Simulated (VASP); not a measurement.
# GaAs (F-43m) in VASP: notebook, part 2 of 2

VASP 6.6.1.

**3. Single point, PBE (volume scaled by 1.10)**

File INCAR:

```
ALGO = Normal ; EDIFF = 1E-6
ENCUT = 520 ; GGA = PE
ISIF = 2 ; ISMEAR = 0
LASPH = T ; LCHARG = T
LELF = T ; LREAL = F
LVHAR = T ; LWAVE = F
NBANDS = 16 ; NELM = 100
PREC = Accurate ; SIGMA = 0.02
```

File KPOINTS:

```
k-points
0
Gamma
  12 12 12
```

File POSCAR:

```
GaAs
1.0
    0.0000000000      2.9654231122      2.9654231122
    2.9654231122      0.0000000000      2.9654231122
    2.9654231122      2.9654231122      0.0000000000
Ga As
1 1
Direct
    0.0000000000      0.0000000000      0.0000000000
    0.2500000000      0.2500000000      0.2500000000
```

Potentials or basis: VASP PAW PBE potentials, release 64 (Ga_d, As).

Run with:

```bash
cat potpaw_PBE.64/Ga_d/POTCAR potpaw_PBE.64/As/POTCAR > POTCAR
mpirun -np 1 vasp_std > vasp.out
```

OUTCAR:

```text
EDIFF = 1E-6
   ENCUT = 520
   GGA = PE
   ISIF = 2
   ISMEAR = 0
   LASPH = T
   LREAL = F
   NELM = 100
   PREC = Accurate

 ion  position               nearest neighbor table
   1  0.000  0.000  0.000-   2 2.57   2 2.57   2 2.57   2 2.57
   2  0.250  0.250  0.250-   1 2.57   1 2.57   1 2.57   1 2.57

  LATTYP: Found a face centered cubic cell.
 ALAT       =     5.9308462244

  Lattice vectors:

 A1 = (   0.0000000000,   2.9654231122,   2.9654231122)
 A2 = (   2.9654231122,   0.0000000000,   2.9654231122)
 A3 = (   2.9654231122,   2.9654231122,   0.0000000000)

Analysis of symmetry for initial positions (statically):
=====================================================================
 Subroutine PRICEL returns:
 Original cell was already a primitive cell.

 Routine SETGRP: Setting up the symmetry group for a
 face centered cubic supercell.

 Subroutine GETGRP returns: Found 24 space group operations
 (whereof 24 operations were pure point group operations)
 out of a pool of 48 trial point group operations.

[... 155 lines left out ...]
  ---------------------------------------------------
  ext. energy  EPLUGINS =         0.00000000
  ---------------------------------------------------
  free energy    TOTEN  =        -8.20622935 eV

  energy without entropy =       -8.20621150  energy(sigma->0) =       -8.20622043

 E-fermi :   2.6901     XC(G=0):  -8.9575

 val. band max:        2.6839899573   @ k =   0.0000   0.0000   0.0000
 cond. band min:       3.3147244861   @ k =   0.5000   0.0000   0.0000
 fundamental gap:      0.6307345288
 Fermi energy:         2.6900811504

 k-point     1 :       0.0000    0.0000    0.0000
  band No.  band energies     occupation
      1     -11.9216      2.00000
      2     -11.9216      2.00000
      3     -11.9216      2.00000
      4     -11.8717      2.00000
      5     -11.8717      2.00000
      6      -9.1057      2.00000
[... 433 lines left out ...]
      3     -11.9056      2.00000
      4     -11.8719      2.00000
      5     -11.8699      2.00000
      6      -7.5999      2.00000
[... 8 lines left out ...]
     15      12.5933      0.00000
     16      13.2150      0.00000

 [... further k-points ...]
[... 5 lines left out ...]
  --------------------------------------------------------------------------------------
  -------------------------------------------------------------------------------------
  Total       -1.4634343     -1.4634343     -1.4634343      0.0000000      0.0000000     -0.0000000
  in kB      -44.9566378    -44.9566378    -44.9566378      0.0000000      0.0000000     -0.0000000
  external PRESSURE =     -44.9566378 kB  Pullay stress =       0.0000000 kB

 VOLUME and BASIS-vectors are now :
 -----------------------------------------------------------------------------
  energy-cutoff  :      520.00
  volume of cell :       52.15
      direct lattice vectors                 reciprocal lattice vectors
     0.000000000  2.965423112  2.965423112    -0.168610003  0.168610003  0.168610003
     2.965423112  0.000000000  2.965423112     0.168610003 -0.168610003  0.168610003
     2.965423112  2.965423112  0.000000000     0.168610003  0.168610003 -0.168610003

 POSITION                                       TOTAL-FORCE (eV/Angst)
 -----------------------------------------------------------------------------------
      0.00000      0.00000      0.00000         0.000000      0.000000      0.000000
      1.48271      1.48271      1.48271        -0.000000     -0.000000     -0.000000
 -----------------------------------------------------------------------------------
    total drift:                                0.000002      0.000002      0.000002

  FREE ENERGIE OF THE ION-ELECTRON SYSTEM (eV)
  ---------------------------------------------------
  free  energy   TOTEN  =        -8.2062293547 eV

  energy  without entropy=       -8.2062115003  energy(sigma->0) =       -8.20622043
```

OSZICAR:

```text
N       E                     dE             d eps       ncg     rms          rms(c)
DAV:   1     0.841335594684E+02    0.84134E+02   -0.88802E+03  2360   0.148E+03
DAV:   2    -0.135040149201E+01   -0.85484E+02   -0.81604E+02  2592   0.310E+02
DAV:   3    -0.822809389361E+01   -0.68777E+01   -0.68200E+01  2864   0.676E+01
DAV:   4    -0.833724955242E+01   -0.10916E+00   -0.10914E+00  2760   0.945E+00
DAV:   5    -0.833892399378E+01   -0.16744E-02   -0.16744E-02  2904   0.106E+00    0.251E+00
DAV:   6    -0.821623864357E+01    0.12269E+00   -0.20982E-01  3472   0.680E+00    0.148E+00
DAV:   7    -0.820462872342E+01    0.11610E-01   -0.47798E-02  2720   0.141E+00    0.540E-01
DAV:   8    -0.820568934320E+01   -0.10606E-02   -0.85518E-03  2752   0.100E+00    0.777E-02
DAV:   9    -0.820610241088E+01   -0.41307E-03   -0.90385E-04  2928   0.391E-01    0.543E-02
DAV:  10    -0.820616945098E+01   -0.67040E-04   -0.62371E-05  2912   0.615E-02    0.295E-02
DAV:  11    -0.820622896836E+01   -0.59517E-04   -0.91546E-05  2640   0.662E-02    0.524E-03
DAV:  12    -0.820622935473E+01   -0.38637E-06   -0.14787E-06  2672   0.133E-02
   1 F= -.82062294E+01 E0= -.82062204E+01  d E =-.178544E-04
```

stdout:

```text
POSCAR found type information on POSCAR GaAs
 POSCAR found :  2 types and       2 ions
 scaLAPACK will be used
 LDA part: xc-table for (Slater+PW92), standard interpolation
 POSCAR, INCAR and KPOINTS ok, starting setup
 FFT: planning ... GRIDC
 FFT: planning ... GRID_SOFT
 FFT: planning ... GRID
 WAVECAR not read
 entering main loop
```

Run time: 16 s. Hardware: 1 thread of Intel Xeon 6975P-C (Granite Rapids), shared host; peak memory 0.21 GiB.

What came out:

```
Free energy            : -8.2062 eV
Pressure               : -4.5 GPa
Band gap on the k mesh : zero (filled and empty bands touch)
```

Caveat: the cell differs from its parent crystal (volume scaled by 1.10).

**4. Single point, PBE**

This run uses another cell than the first one, of 22.59 Å³/atom, 0.899 times its volume.

File INCAR:

```
SYSTEM = GaAs
ALGO = Normal ; EDIFF = 1E-6
ENCUT = 520 ; GGA = PE
ISIF = 2 ; ISMEAR = 0
LASPH = .TRUE. ; LCHARG = .FALSE.
LREAL = .FALSE. ; LWAVE = .FALSE.
NBANDS = 16 ; NELM = 100
PREC = Accurate ; SIGMA = 0.02
```

File KPOINTS:

```
k-points
0
G
  12 12 12
  0 0 0
```

File POSCAR:

```
GaAs
1.0
    0.0000000000      2.8268500000      2.8268500000
    2.8268500000      0.0000000000      2.8268500000
    2.8268500000      2.8268500000      0.0000000000
Ga As
1 1
Direct
    0.0000000000      0.0000000000      0.0000000000
    0.2500000000      0.2500000000      0.2500000000
```

Potentials or basis: VASP PAW PBE potentials, release 64 (Ga_d, As).

Run with:

```bash
cat potpaw_PBE.64/Ga_d/POTCAR potpaw_PBE.64/As/POTCAR > POTCAR
mpirun -np 1 vasp_std > vasp.out
```

OUTCAR:

```text
SYSTEM = GaAs
   EDIFF = 1E-6
   ENCUT = 520
   GGA = PE
   ISIF = 2
   ISMEAR = 0
   LASPH = .TRUE.
   LREAL = .FALSE.
   NELM = 100
   PREC = Accurate

 ion  position               nearest neighbor table
   1  0.000  0.000  0.000-   2 2.45   2 2.45   2 2.45   2 2.45
   2  0.250  0.250  0.250-   1 2.45   1 2.45   1 2.45   1 2.45

  LATTYP: Found a face centered cubic cell.
 ALAT       =     5.6537000000

  Lattice vectors:

 A1 = (   0.0000000000,   2.8268500000,   2.8268500000)
 A2 = (   2.8268500000,   0.0000000000,   2.8268500000)
 A3 = (   2.8268500000,   2.8268500000,   0.0000000000)
[... 625 lines left out ...]
      4     -10.7964      2.00000
      5     -10.7929      2.00000
      6      -6.8419      2.00000
[... 8 lines left out ...]
     15      14.3041      0.00000
     16      15.0527      0.00000

 [... further k-points ...]
[... 5 lines left out ...]
  --------------------------------------------------------------------------------------
  -------------------------------------------------------------------------------------
  Total        0.9785922      0.9785922      0.9785922      0.0000000      0.0000000     -0.0000000
  in kB       34.7035612     34.7035612     34.7035612      0.0000000      0.0000000     -0.0000000
  external PRESSURE =      34.7035612 kB  Pullay stress =       0.0000000 kB

 VOLUME and BASIS-vectors are now :
 -----------------------------------------------------------------------------
  energy-cutoff  :      520.00
  volume of cell :       45.18
      direct lattice vectors                 reciprocal lattice vectors
     0.000000000  2.826850000  2.826850000    -0.176875321  0.176875321  0.176875321
     2.826850000  0.000000000  2.826850000     0.176875321 -0.176875321  0.176875321
     2.826850000  2.826850000  0.000000000     0.176875321  0.176875321 -0.176875321

 POSITION                                       TOTAL-FORCE (eV/Angst)
 -----------------------------------------------------------------------------------
      0.00000      0.00000      0.00000        -0.000000     -0.000000     -0.000000
      1.41342      1.41342      1.41342         0.000000      0.000000      0.000000
 -----------------------------------------------------------------------------------
    total drift:                                0.000002      0.000002      0.000002

  FREE ENERGIE OF THE ION-ELECTRON SYSTEM (eV)
  ---------------------------------------------------
  free  energy   TOTEN  =        -8.2517684241 eV

  energy  without entropy=       -8.2517684241  energy(sigma->0) =       -8.25176842
```

It took 1.9 min on 1 thread of AMD EPYC 7R13, shared host; peak memory 0.17 GiB.

Results:

```yaml
Free_energy: -8.2518 eV
Pressure: 3.5 GPa
Band_gap_on_the_k_mesh: 0.52 eV, direct
```

**5. The runs side by side**

| cell | gap on the mesh (eV) | pressure (GPa) |
| --- | --- | --- |
| a = 4.142 Å, angles 60.0°, 2 atoms | none | -2.9 |
| a = 4.194 Å, angles 60.0°, 2 atoms | none | -4.5 |
| a = 3.998 Å, angles 60.0°, 2 atoms | 0.52 | 3.5 |

Alike in all rows: task single point; level PBE; potentials or basis VASP PAW PBE potentials, release 64 (Ga_d, As); no spin polarisation; k mesh 12 × 12 × 12; cutoff (eV) 520; smearing gaussian 0.02 eV.

Total energies depend on the potentials used, so only differences within one code and one set of settings carry meaning.
